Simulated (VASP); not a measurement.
# Ca (Cmcm) in VASP: further runs, part 3 of 3

VASP 6.6.1. Earlier steps stand in the parts before.

## 4. Electric field gradients, PBEsol (44.44 Å³/atom)

This run uses another cell than the first one, of 44.44 Å³/atom.

File INCAR:

```
SYSTEM = Ca
ALGO = Normal
EDIFF = 1E-8
ENCUT = 520
GGA = PS
ISIF = 2
ISMEAR = -1
LASPH = .TRUE.
LCHARG = .FALSE.
LEFG = .TRUE.
LREAL = .FALSE.
LWAVE = .FALSE.
NBANDS = 17
NELM = 60
PREC = Accurate
SIGMA = 0.05
```

File KPOINTS:

```
k-points
0
G
  11 11 6
  0 0 0
```

File POSCAR:

```
Ca
1.0
    1.9843311834     -3.4179775253      0.0000000000
    1.9843311834      3.4179775253      0.0000000000
    0.0000000000      0.0000000000      6.5522196966
Ca
2
Direct
    0.8355866000      0.1644134000      0.2500000000
    0.1644134000      0.8355866000      0.7500000000
```

Potentials or basis: VASP PAW PBE potentials, release 64 (Ca_sv).

Command:

```bash
$ cat potpaw_PBE.64/Ca_sv/POTCAR > POTCAR
$ mpirun -np 1 vasp_std > vasp.out
```

OUTCAR:

```text
SYSTEM = Ca
   EDIFF = 1E-8
   ENCUT = 520
   GGA = PS
   ISIF = 2
   ISMEAR = -1
   LASPH = .TRUE.
   LREAL = .FALSE.
   NELM = 60
   PREC = Accurate

 ion  position               nearest neighbor table
   1  0.836  0.164  0.250-
   2  0.164  0.836  0.750-

  LATTYP: Found a base centered orthorhombic cell.
 ALAT       =     3.9686623668
 B/A-ratio  =     1.7224834009
 C/A-ratio  =     1.6509894496

  Lattice vectors:

 A1 = (   1.9843311834,  -3.4179775253,   0.0000000000)
 A2 = (   1.9843311834,   3.4179775253,   0.0000000000)
 A3 = (   0.0000000000,   0.0000000000,   6.5522196966)

Analysis of symmetry for initial positions (statically):
=====================================================================
 Subroutine PRICEL returns:
 Original cell was already a primitive cell.

 Routine SETGRP: Setting up the symmetry group for a
 base centered orthorhombic supercell.

 Subroutine GETGRP returns: Found  8 space group operations
 (whereof  4 operations were pure point group operations)
 out of a pool of  8 trial point group operations.

The static configuration has the point symmetry C_2h.
 The point group associated with its full space group is D_2h.

Analysis of symmetry for dynamics (positions and initial velocities):
=====================================================================
 Subroutine PRICEL returns:
 Original cell was already a primitive cell.

 Routine SETGRP: Setting up the symmetry group for a
 base centered orthorhombic supercell.

 Subroutine GETGRP returns: Found  8 space group operations
 (whereof  4 operations were pure point group operations)
 out of a pool of  8 trial point group operations.

The dynamic configuration has the point symmetry C_2h.
 The point group associated with its full space group is D_2h.

 Subroutine INISYM returns: Found  8 space group operations
 (whereof  4 operations are pure point group operations),
 and found     1 'primitive' translations

----------------------------------------------------------------------------------------

                                     Primitive cell

  volume of cell :      88.8795

  direct lattice vectors                    reciprocal lattice vectors
     1.984331183 -3.417977525  0.000000000     0.251974068 -0.146285339  0.000000000
     1.984331183  3.417977525  0.000000000     0.251974068  0.146285339  0.000000000
     0.000000000  0.000000000  6.552219697     0.000000000  0.000000000  0.152620035

  length of vectors
     3.952232358  3.952232358  6.552219697     0.291359453  0.291359453  0.152620035

  position of ions in fractional coordinates (direct lattice)
     0.835586600  0.164413400  0.250000000
     0.164413400  0.835586600  0.750000000

  ion indices of the primitive-cell ions
   primitive index   ion index
                 1           1
                 2           2

----------------------------------------------------------------------------------------

 KPOINTS: k-points

Automatic generation of k-mesh.
[... 68 lines left out ...]
   EDIFFG = 0.1E-06   stopping-criterion for IOM
   NSW    =      0    number of steps for IOM
   IBRION =     -1    ionic relax: 0-MD 1-quasi-New 2-CG
   NFREE  =      0    steps in history (QN), initial steepest desc. (CG)
   ISIF   =      2    stress and relaxation
   ISYM   =      2    0-nonsym 1-usesym 2-fastsym
   POTIM  = 0.5000    time-step for ionic-motion
   TEBEG  =    0.0;   TEEND  =   0.0 temperature during run
   PSTRESS=    0.0 pullay stress
   NELECT =      20.0000    total number of electrons
   NUPDOWN=      -1.0000    fix difference up-down
   EMIN   =  10.00;   EMAX   =-10.00  energy-range for DOS
   EFERMI =   0.00;   METHOD = LEGACY
   ISMEAR =    -1;   SIGMA  =   0.05  broadening in eV -4-tet -1-fermi 0-gaus
   EFERMI_NEDOS =   21; number of points for ismear=-14 and -15
   IALGO  =     38    algorithm
   IMIX   =      4    mixing-type and parameters
     AMIX     =   0.40;   BMIX     =  1.00
     AMIX_MAG =   1.60;   BMIX_MAG =  1.00
  volume/ion in A,a.u.               =      44.44       299.89
  Fermi-wavevector in a.u.,A,eV,Ry     =   0.995751  1.881697 13.490458  0.991521
  Thomas-Fermi vector in A             =   2.127793
   LORBIT       =      0    0 simple, 1 ext, 2 COOP (PROOUT), +10 PAW based schemes
   GGA     = PS    functional components
   LHFCALC =     F    Hartree Fock is set to
   AEXX    =    0.0000 exact exchange contribution
   IVDW    =     0    specifies the selected vdW correction
   LEPSILON=     F    determine dielectric tensor
   LRPA    =     F    only Hartree local field effects (RPA)
 non-spin polarized calculation
  energy-cutoff  :      520.00
  volume of cell :       88.88
 maximum number of plane-waves:      2429
 NGX is ok and might be reduce to    30
   NGX = 15   NGY = 15   NGZ = 25

 number of electron      20.0000000 magnetization

 Free energy of the ion-electron system (eV)
  ---------------------------------------------------
  ext. energy  EPLUGINS =         0.00000000
  ---------------------------------------------------
  free energy    TOTEN  =        -4.24123545 eV

  energy without entropy =       -4.22427545  energy(sigma->0) =       -4.23275545

 E-fermi :   1.7472     XC(G=0):  -7.6476

 val. band max:        1.7444369623   @ k =  -0.3636   0.2727   0.0000
 cond. band min:       1.7896726305   @ k =   0.4545   0.0000   0.3333
 fundamental gap:      0.0452356682
 Fermi energy:         1.7471688484

 k-point     1 :       0.0000    0.0000    0.0000
  band No.  band energies     occupation
      1     -40.2636      2.00000
      2     -40.2534      2.00000
      3     -21.3681      2.00000
      4     -21.2792      2.00000
      5     -21.2776      2.00000
      6     -21.2635      2.00000
[... 457 lines left out ...]
      4     -21.3064      2.00000
      5     -21.2914      2.00000
      6     -21.2862      2.00000
[... 9 lines left out ...]
     16       4.3001      0.00000
     17       4.3647      0.00000

 [... further k-points ...]
[... 5 lines left out ...]
  --------------------------------------------------------------------------------------
  -------------------------------------------------------------------------------------
  Total       -0.7766026     -0.6535549     -0.8131148      0.0000000      0.0000000      0.0000000
  in kB      -13.9993426    -11.7812350    -14.6575244      0.0000000      0.0000000      0.0000000
  external PRESSURE =     -13.4793674 kB  Pullay stress =       0.0000000 kB

 VOLUME and BASIS-vectors are now :
 -----------------------------------------------------------------------------
  energy-cutoff  :      520.00
  volume of cell :       88.88
      direct lattice vectors                 reciprocal lattice vectors
     1.984331183 -3.417977525  0.000000000     0.251974068 -0.146285339  0.000000000
     1.984331183  3.417977525  0.000000000     0.251974068  0.146285339  0.000000000
     0.000000000  0.000000000  6.552219697     0.000000000  0.000000000  0.152620035

 POSITION                                       TOTAL-FORCE (eV/Angst)
 -----------------------------------------------------------------------------------
      1.98433     -2.29405      1.63805         0.000000      0.015325     -0.000000
      1.98433      2.29405      4.91416         0.000000     -0.015325      0.000000
 -----------------------------------------------------------------------------------
    total drift:                                0.000000     -0.000000      0.000000

  FREE ENERGIE OF THE ION-ELECTRON SYSTEM (eV)
  ---------------------------------------------------
  free  energy   TOTEN  =        -4.2412354519 eV

  energy  without entropy=       -4.2242754460  energy(sigma->0) =       -4.23275545

 Electric field gradients (V/A^2)
---------------------------------------------------------------------
 ion       V_xx      V_yy      V_zz      V_xy      V_xz      V_yz
---------------------------------------------------------------------
   1       1.757     2.521    -4.278    -0.000     0.000    -0.000
   2       1.757     2.521    -4.278     0.000    -0.000     0.000
---------------------------------------------------------------------

 Electric field gradients after diagonalization (V/A^2)
 (convention: |V_zz| > |V_xx| > |V_yy|)
----------------------------------------------------------------------
 ion       V_xx      V_yy      V_zz     asymmetry (V_yy - V_xx)/ V_zz
----------------------------------------------------------------------
   1       2.521     1.757    -4.278       0.179
   2       2.521     1.757    -4.278       0.179
----------------------------------------------------------------------

           NMR quadrupolar parameters

 Cq : quadrupolar parameter    Cq=e*Q*V_zz/h
 eta: asymmetry parameters     (V_yy - V_xx)/ V_zz
 Q  : nuclear electric quadrupole moment in mb (millibarn)
----------------------------------------------------------------------
 ion       Cq(MHz)       eta       Q (mb)
----------------------------------------------------------------------
   1      -0.010       0.179       1.000
   2      -0.010       0.179       1.000
----------------------------------------------------------------------
```

OSZICAR:

```text
N       E                     dE             d eps       ncg     rms          rms(c)
DAV:   1     0.166968491967E+03    0.16697E+03   -0.99870E+03  4904   0.105E+03
DAV:   2     0.495449982729E+01   -0.16201E+03   -0.16008E+03  5457   0.312E+02
DAV:   3    -0.395041974384E+01   -0.89049E+01   -0.88461E+01  9523   0.527E+01
DAV:   4    -0.423790626093E+01   -0.28749E+00   -0.28684E+00  6272   0.101E+01
DAV:   5    -0.425241246215E+01   -0.14506E-01   -0.14497E-01  8275   0.144E+00    0.324E+00
DAV:   6    -0.424487894255E+01    0.75335E-02   -0.17082E-02  6482   0.133E+00    0.195E+00
DAV:   7    -0.424147110308E+01    0.34078E-02   -0.28275E-02  5979   0.187E+00    0.104E-01
DAV:   8    -0.424120375296E+01    0.26735E-03   -0.22433E-03  8267   0.325E-01    0.386E-02
DAV:   9    -0.424123643518E+01   -0.32682E-04   -0.16565E-04  7230   0.803E-02    0.156E-02
DAV:  10    -0.424123669127E+01   -0.25609E-06   -0.15322E-05  6551   0.324E-02    0.597E-03
DAV:  11    -0.424123518581E+01    0.15055E-05   -0.82243E-07  7886   0.939E-03    0.250E-03
DAV:  12    -0.424123540434E+01   -0.21853E-06   -0.76669E-08  6869   0.220E-03    0.200E-04
DAV:  13    -0.424123547114E+01   -0.66797E-07   -0.39144E-09  5264   0.559E-04    0.150E-04
DAV:  14    -0.424123545031E+01    0.20828E-07   -0.92251E-10  4669   0.213E-04    0.723E-06
DAV:  15    -0.424123545192E+01   -0.16130E-08   -0.46120E-10  4320   0.109E-04
   1 F= -.42412355E+01 E0= -.42327554E+01  d E =-.169600E-01
```

It took 2.2 min on 1 thread of Intel Xeon 6975P-C (Granite Rapids), shared host; peak memory 0.33 GiB.

Results:

* Free energy: -4.2412 eV
* Pressure: -1.3 GPa
* Largest force: 0.015 eV/Å
* Band gap on the k mesh: zero (bands 10 and 11 overlap by 0.49 eV)
* Largest electric field gradient by atom: Ca -4.3 V/Å²

Forces in eV/Å, atoms in the order of the input:
```
Ca   0.000  0.015  0.000
Ca   0.000 -0.015  0.000
```

Stress tensor (GPa, compression positive):
```
-1.40  0.00  0.00
 0.00 -1.18  0.00
 0.00  0.00 -1.47
```

Electric field gradients, principal values (V/Å²):
| atom | least | middle | greatest (by size) |
| --- | --- | --- | --- |
| 1 Ca | 1.757 | 2.521 | -4.278 |
| 2 Ca | 1.757 | 2.521 | -4.278 |

Caveat: without QUAD_EFG the Cq values of the log hold for a quadrupole moment of 1 mb, not for the nuclei; the PAW data sets were made with another functional, which shifts forces and pressure a little.

## 5. Overview

```tsv
cell	gap on the mesh (eV)	pressure (GPa)	largest force (eV/Å)
a = 3.900, b = 3.900, c = 6.465 Å, angles 90.0, 90.0, 119.7°, 2 atoms	none	-0.8	0.02
a = 3.926, b = 3.926, c = 6.509 Å, angles 90.0, 90.0, 119.7°, 2 atoms	none	-1.1	0.02
a = 3.952, b = 3.952, c = 6.552 Å, angles 90.0, 90.0, 119.7°, 2 atoms	none	-1.3	0.02
```

Alike in all rows: task electric field gradients; level PBEsol; potentials or basis VASP PAW PBE potentials, release 64 (Ca_sv); no spin polarisation; k mesh 11 × 11 × 6; cutoff (eV) 520; smearing fermi-dirac 0.05 eV.

Caveats: the PAW data sets were made with another functional, which shifts forces and pressure a little.

Absolute energies hang on the potentials; compare differences alone.

The gap in the log of VASP goes by the Fermi energy; the results here count the filled bands.